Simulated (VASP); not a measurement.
# C (P6_3/mmc) in VASP: notebook

C is run at these levels: r2SCAN; tasks: single point.

Everything below comes from runs of VASP 6.6.1. Logs are shortened: lines on timing, memory, paths and dates and some standing lists are left out, and cuts for length are marked.

### Step 1. The cell of the first run

The structure is hexagonal, space group P6_3/mmc (No. 194). The conventional cell has a = 1.714 Å, b = 1.714 Å, c = 13.730 Å, α = 90.00°, β = 90.00°, γ = 120.00°. C (site symmetry -3m) has 6 C at 1.71 Å within 2.3 Å. Within 2.3 Å of C (site symmetry -6m2) lie 6 C at 1.71 Å.

### Step 2. Single point, r2SCAN

POSCAR

```
C
1.0
    1.7138772751      0.0000000000      0.0000000000
   -0.8569386375      1.4842612592      0.0000000000
    0.0000000000      0.0000000000     13.7296841409
C
4
Direct
    0.0000000000      0.0000000000      0.0000000000
    1.0000000000      1.0000000000      0.5000000000
    0.3333333333      0.6666666667      0.2500000000
    0.6666666667      0.3333333333      0.7500000000
```

INCAR.step1

```
SYSTEM = C
PREC = Accurate
ENCUT = 520
ISMEAR = -1
SIGMA = 0.1
LREAL = .False.
LASPH = .True.
NELM = 60
NBANDS = 16
GGA = PE
ALGO = Normal
EDIFF = 1E-4
LWAVE = .True.
LCHARG = .False.
```

INCAR.step2

```
SYSTEM = C
PREC = Accurate
ENCUT = 520
EDIFF = 1E-6
ISMEAR = -1
SIGMA = 0.1
LREAL = .False.
LASPH = .True.
NELM = 60
ALGO = Normal
ISIF = 2
LWAVE = .False.
LCHARG = .False.
METAGGA = R2SCAN
LMIXTAU = .True.
NBANDS = 16
ISTART = 1
```

KPOINTS

```
regular mesh
0
Gamma
  17 17 5
  0 0 0
```

Potentials or basis: VASP PAW PBE potentials, release 64 (C).

Launch:

```bash
$ cat potpaw_PBE.64/C/POTCAR > POTCAR
$ cp INCAR.step1 INCAR
$ mpirun -np 1 vasp_std > vasp.out
$ cp INCAR.step2 INCAR
$ mpirun -np 1 vasp_std > vasp.out
```

OUTCAR:

```text
SYSTEM = C
   PREC = Accurate
   ENCUT = 520
   EDIFF = 1E-6
   ISMEAR = -1
   LREAL = .False.
   LASPH = .True.
   NELM = 60
   ISIF = 2
   METAGGA = R2SCAN
   ISTART = 1

 ion  position               nearest neighbor table
   1  0.000  0.000  0.000-
   2  0.000  0.000  0.500-
   3  0.333  0.667  0.250-
   4  0.667  0.333  0.750-

  LATTYP: Found a hexagonal cell.
 ALAT       =     1.7138772751
 C/A-ratio  =     8.0108910599

  Lattice vectors:

 A1 = (   1.7138772751,   0.0000000000,   0.0000000000)
 A2 = (  -0.8569386375,   1.4842612592,   0.0000000000)
 A3 = (   0.0000000000,   0.0000000000,  13.7296841409)

Analysis of symmetry for initial positions (statically):
=====================================================================
 Subroutine PRICEL returns:
 Original cell was already a primitive cell.

 Routine SETGRP: Setting up the symmetry group for a
 hexagonal supercell.

 Subroutine GETGRP returns: Found 24 space group operations
 (whereof 12 operations were pure point group operations)
 out of a pool of 24 trial point group operations.

The static configuration has the point symmetry D_3d.
 The point group associated with its full space group is D_6h.

Analysis of symmetry for dynamics (positions and initial velocities):
=====================================================================
 Subroutine PRICEL returns:
 Original cell was already a primitive cell.

 Routine SETGRP: Setting up the symmetry group for a
 hexagonal supercell.

 Subroutine GETGRP returns: Found 24 space group operations
 (whereof 12 operations were pure point group operations)
 out of a pool of 24 trial point group operations.

The dynamic configuration has the point symmetry D_3d.
 The point group associated with its full space group is D_6h.

 Subroutine INISYM returns: Found 24 space group operations
 (whereof 12 operations are pure point group operations),
 and found     1 'primitive' translations

----------------------------------------------------------------------------------------

                                     Primitive cell

  volume of cell :      34.9261

  direct lattice vectors                    reciprocal lattice vectors
     1.713877275  0.000000000  0.000000000     0.583472349  0.336867918  0.000000000
    -0.856938637  1.484261259  0.000000000     0.000000000  0.673735836  0.000000000
     0.000000000  0.000000000 13.729684141     0.000000000  0.000000000  0.072834888

  length of vectors
     1.713877275  1.713877275 13.729684141     0.673735836  0.673735836  0.072834888

  position of ions in fractional coordinates (direct lattice)
     0.000000000  0.000000000  0.000000000
     0.000000000  0.000000000  0.500000000
     0.333333333  0.666666667  0.250000000
     0.666666667  0.333333333  0.750000000

  ion indices of the primitive-cell ions
   primitive index   ion index
                 1           1
                 2           2
                 3           3
                 4           4

----------------------------------------------------------------------------------------

 KPOINTS: regular mesh

Automatic generation of k-mesh.
 Grid dimensions read from file:
 generate k-points for:   17   17    5

 Generating k-lattice:

  Cartesian coordinates                     Fractional coordinates (reciprocal lattice)
     0.034321903  0.019815760  0.000000000     0.058823529  0.000000000  0.000000000
     0.000000000  0.039631520  0.000000000     0.000000000  0.058823529  0.000000000
     0.000000000  0.000000000  0.014566978     0.000000000  0.000000000  0.200000000

  Length of vectors
     0.039631520  0.039631520  0.014566978

  Shift w.r.t. Gamma in fractional coordinates (k-lattice)
     0.000000000  0.000000000  0.000000000

 Subroutine IBZKPT returns following result:
 ===========================================

 Found     99 irreducible k-points:

 Following reciprocal coordinates:
            Coordinates               Weight
  0.000000  0.000000  0.000000      1.000000
  0.058824  0.000000  0.000000      6.000000
  0.117647  0.000000  0.000000      6.000000
  0.176471  0.000000  0.000000      6.000000
  0.235294  0.000000  0.000000      6.000000
  0.294118  0.000000  0.000000      6.000000
[... 16 lines left out ...]
  0.411765  0.117647  0.000000     12.000000
  0.176471  0.176471  0.000000      6.000000
 [... further k-points ...]
   k-points           NKPTS =     99   k-points in BZ     NKDIM =     99   number of bands    NBANDS=     16
   number of dos      NEDOS =    301   number of ions     NIONS =      4
   total plane-waves  NPLWV =  21168
   dimension x,y,z NGX =    14 NGY =   14 NGZ =  108
   dimension x,y,z NGXF=    28 NGYF=   28 NGZF=  216
   ions per type =               4
   NGX,Y,Z   is equivalent  to a cutoff of  13.58, 13.58, 13.08 a.u.
   NGXF,Y,Z  is equivalent  to a cutoff of  27.16, 27.16, 26.15 a.u.
 SYSTEM =  C
   PREC   = accura    normal or accurate (medium, high low for compatibility)
   ISTART =      1    job   : 0-new  1-cont  2-samecut
   ICHARG =      0    charge: 1-file 2-atom 10-const
   ISPIN  =      1    spin polarized calculation?
   LNONCOLLINEAR =      F non collinear calculations
   LSORBIT =      F    spin-orbit coupling
   LASPH  =      T    aspherical Exc in radial PAW
   ENCUT  =  520.0 eV  38.22 Ry    6.18 a.u.   3.19  3.19 25.53*2*pi/ulx,y,z
   NELM   =     60;   NELMIN=  2; NELMDL=  0     # of ELM steps
   EDIFF  = 0.1E-05   stopping-criterion for ELM
   LREAL  =      F    real-space projection
   EDIFFG = 0.1E-04   stopping-criterion for IOM
   NSW    =      0    number of steps for IOM
   IBRION =     -1    ionic relax: 0-MD 1-quasi-New 2-CG
   NFREE  =      0    steps in history (QN), initial steepest desc. (CG)
   ISIF   =      2    stress and relaxation
   ISYM   =      2    0-nonsym 1-usesym 2-fastsym
   POTIM  = 0.5000    time-step for ionic-motion
   TEBEG  =    0.0;   TEEND  =   0.0 temperature during run
   PSTRESS=    0.0 pullay stress
   NELECT =      16.0000    total number of electrons
   NUPDOWN=      -1.0000    fix difference up-down
   EMIN   =  10.00;   EMAX   =-10.00  energy-range for DOS
   EFERMI =   0.00;   METHOD = LEGACY
   ISMEAR =    -1;   SIGMA  =   0.10  broadening in eV -4-tet -1-fermi 0-gaus
   EFERMI_NEDOS =   21; number of points for ismear=-14 and -15
   IALGO  =     38    algorithm
   IMIX   =      4    mixing-type and parameters
     AMIX     =   0.40;   BMIX     =  1.00
     AMIX_MAG =   1.60;   BMIX_MAG =  1.00
  volume/ion in A,a.u.               =       8.73        58.92
  Fermi-wavevector in a.u.,A,eV,Ry     =   1.262015  2.384863 21.669762  1.592683
  Thomas-Fermi vector in A             =   2.395445
   LORBIT       =      0    0 simple, 1 ext, 2 COOP (PROOUT), +10 PAW based schemes
   METAGGA = R2SCAN    functional components
   LHFCALC =     F    Hartree Fock is set to
   AEXX    =    0.0000 exact exchange contribution
   IVDW    =     0    specifies the selected vdW correction
   LEPSILON=     F    determine dielectric tensor
   LRPA    =     F    only Hartree local field effects (RPA)
 non-spin polarized calculation
  energy-cutoff  :      520.00
  volume of cell :       34.93
 maximum number of plane-waves:       963
 NGX is ok and might be reduce to    14
   NGX =  7   NGY =  7   NGZ = 51

 number of electron      16.0000000 magnetization

 Free energy of the ion-electron system (eV)
  ---------------------------------------------------
  ext. energy  EPLUGINS =         0.00000000
  ---------------------------------------------------
  free energy    TOTEN  =       -23.15055690 eV

  energy without entropy =      -23.11646655  energy(sigma->0) =      -23.13351173

 E-fermi :   5.7652     XC(G=0): -11.5895

 val. band max:        5.6951650369   @ k =   0.3529   0.0588   0.2000
 cond. band min:       5.8617821158   @ k =   0.3529   0.0588   0.4000
 fundamental gap:      0.1666170790
 Fermi energy:         5.7652271846

 k-point     1 :       0.0000    0.0000    0.0000
  band No.  band energies     occupation
      1     -17.0852      2.00000
      2     -16.9787      2.00000
      3     -16.9786      2.00000
      4     -16.8671      2.00000
      5      -4.1964      2.00000
      6      -3.4012      2.00000
[... 8 lines left out ...]
     15      23.4455      0.00000
     16      23.4462      0.00000

 k-point     2 :       0.0588    0.0000    0.0000
  band No.  band energies     occupation
      1     -16.8952      2.00000
      2     -16.7895      2.00000
      3     -16.7894      2.00000
      4     -16.6789      2.00000
      5      -3.9691      2.00000
      6      -3.1766      2.00000
[... 8 lines left out ...]
     15      22.7518      0.00000
     16      22.8134      0.00000

 k-point     3 :       0.1176    0.0000    0.0000
  band No.  band energies     occupation
      1     -16.3260      2.00000
      2     -16.2229      2.00000
      3     -16.2229      2.00000
      4     -16.1152      2.00000
      5      -3.2897      2.00000
      6      -2.5058      2.00000
[... 8 lines left out ...]
     15      20.8824      0.00000
     16      20.9971      0.00000

 k-point     4 :       0.1765    0.0000    0.0000
  band No.  band energies     occupation
      1     -15.3811      2.00000
      2     -15.2823      2.00000
      3     -15.2823      2.00000
      4     -15.1794      2.00000
      5      -2.1669      2.00000
      6      -1.3989      2.00000
[... 8 lines left out ...]
     15      18.2838      0.00000
     16      18.3202      0.00000
[... 324 lines left out ...]
 k-point    22 :       0.3529    0.1176    0.0000
  band No.  band energies     occupation
      1      -7.6513      2.00000
      2      -7.5915      2.00000
      3      -7.5914      2.00000
      4      -7.5303      2.00000
      5       3.5303      2.00000
      6       3.5760      2.00000
[... 8 lines left out ...]
     15      13.5876      0.00000
     16      13.6160      0.00000

 k-point    23 :       0.4118    0.1176    0.0000
  band No.  band energies     occupation
      1      -5.6905      2.00000
      2      -5.6571      2.00000
      3      -5.6571      2.00000
      4      -5.6235      2.00000
      5       0.9615      2.00000
      6       1.0144      2.00000
[... 8 lines left out ...]
     15      13.2712      0.00000
     16      13.2835      0.00000

 k-point    24 :       0.1765    0.1765    0.0000
  band No.  band energies     occupation
      1     -12.0138      2.00000
      2     -11.9303      2.00000
      3     -11.9302      2.00000
      4     -11.8436      2.00000
      5       1.7454      2.00000
      6       2.4376      2.00000
[... 8 lines left out ...]
     15      13.0802      0.00000
     16      13.0897      0.00000

 [... further k-points ...]

------------------------ aborting loop because EDIFF is reached ----------------------------------------

  FORCE on cell =-STRESS in cart. coord.  units (eV):
  Direction    XX          YY          ZZ          XY          YZ          ZX
  --------------------------------------------------------------------------------------
  -------------------------------------------------------------------------------------
  Total        0.0695612      0.0695612     -0.0102499      0.0000000      0.0000000      0.0000000
  in kB        3.1910003      3.1910003     -0.4701962      0.0000000      0.0000000      0.0000000
  external PRESSURE =       1.9706015 kB  Pullay stress =       0.0000000 kB

 VOLUME and BASIS-vectors are now :
 -----------------------------------------------------------------------------
  energy-cutoff  :      520.00
  volume of cell :       34.93
      direct lattice vectors                 reciprocal lattice vectors
     1.713877275  0.000000000  0.000000000     0.583472349  0.336867918  0.000000000
    -0.856938637  1.484261259  0.000000000     0.000000000  0.673735836  0.000000000
     0.000000000  0.000000000 13.729684141     0.000000000  0.000000000  0.072834888

 POSITION                                       TOTAL-FORCE (eV/Angst)
 -----------------------------------------------------------------------------------
      0.00000      0.00000      0.00000         0.000000      0.000000     -0.000000
      0.00000      0.00000      6.86484         0.000000      0.000000     -0.000000
     -0.00000      0.98951      3.43242        -0.000000      0.000000      0.000000
      0.85694      0.49475     10.29726         0.000000     -0.000000      0.000000
 -----------------------------------------------------------------------------------
    total drift:                                0.000000     -0.000000      0.000000

  FREE ENERGIE OF THE ION-ELECTRON SYSTEM (eV)
  ---------------------------------------------------
  free  energy   TOTEN  =       -23.1505569004 eV

  energy  without entropy=      -23.1164665512  energy(sigma->0) =      -23.13351173
```

It took 100 s on 1 thread of AMD EPYC 9R45 (Zen 5), shared host; peak memory 0.14 GiB.

What came out:

| Item | Value |
| --- | --- |
| Free energy | -23.1506 eV |
| Pressure | 0.2 GPa |
| Band gap on the k mesh | zero (band 8 reaches 7.03 eV, above the bottom of band 9 at 4.98 eV) |

Stress tensor (GPa, compression positive):
```
 0.32  0.00  0.00
 0.00  0.32  0.00
 0.00  0.00 -0.05
```

Caveat: the PAW data sets were made with another functional, which shifts forces and pressure a little.

### Step 3. Single point, r2SCAN (volume scaled by 0.92)

POSCAR

```
C
1.0
    1.6668978873      0.0000000000      0.0000000000
   -0.8334489436      1.4435759159      0.0000000000
    0.0000000000      0.0000000000     13.3533373829
C
4
Direct
    0.0000000000      0.0000000000      0.0000000000
    1.0000000000      1.0000000000      0.5000000000
    0.3333333333      0.6666666667      0.2500000000
    0.6666666667      0.3333333333      0.7500000000
```

INCAR.step1

```
PREC = Accurate
ENCUT = 520
ISMEAR = -1
SIGMA = 0.1
LREAL = False
LASPH = True
NELM = 80
NBANDS = 16
GGA = PE
ALGO = Normal
EDIFF = 1E-4
LWAVE = True
LCHARG = False
```

INCAR.step2

```
PREC = Accurate
ENCUT = 520
EDIFF = 1E-7
ISMEAR = -1
SIGMA = 0.1
LREAL = False
LASPH = True
NELM = 80
ALGO = Normal
ISIF = 2
LWAVE = False
LCHARG = True
METAGGA = R2SCAN
LMIXTAU = True
LELF = True
LVHAR = True
NBANDS = 16
ISTART = 1
```

KPOINTS

```
Automatic mesh
0
Gamma
  23 23 3
```

Potentials or basis: VASP PAW PBE potentials, release 64 (C).

Launch:

```bash
$ cat potpaw_PBE.64/C/POTCAR > POTCAR
$ cp INCAR.step1 INCAR
$ mpirun -np 1 vasp_std > vasp.out
$ cp INCAR.step2 INCAR
$ mpirun -np 1 vasp_std > vasp.out
```

Wall time 84 s (1 thread of AMD EPYC 9R45 (Zen 5), shared host); peak memory 0.13 GiB.

The run converged. Its results:

```yaml
Free_energy: -23.0295 eV
Pressure: 14.4 GPa
Band_gap_on_the_k_mesh: zero (band 8 reaches 7.60 eV, above the bottom of band 9 at 5.82 eV)
```

Stress tensor (GPa, compression positive):
```
21.80  0.00  0.00
 0.00 21.80  0.00
 0.00  0.00 -0.37
```

Levels at points of the mesh, in eV from the Fermi level:
| k point | band 4 | band 5 | band 6 | band 7 | band 8 | band 9 | band 10 | band 11 | band 12 | band 13 |
| --- | --- | --- | --- | --- | --- | --- | --- | --- | --- | --- |
| (0.00, 0.00, 0.00) | -23.83 | -10.99 | -10.11 | -10.11 | -9.05 | 3.12 | 6.03 | 6.03 | 10.53 | 17.08 |

Caveat: the PAW data sets were made with another functional, which shifts forces and pressure a little.
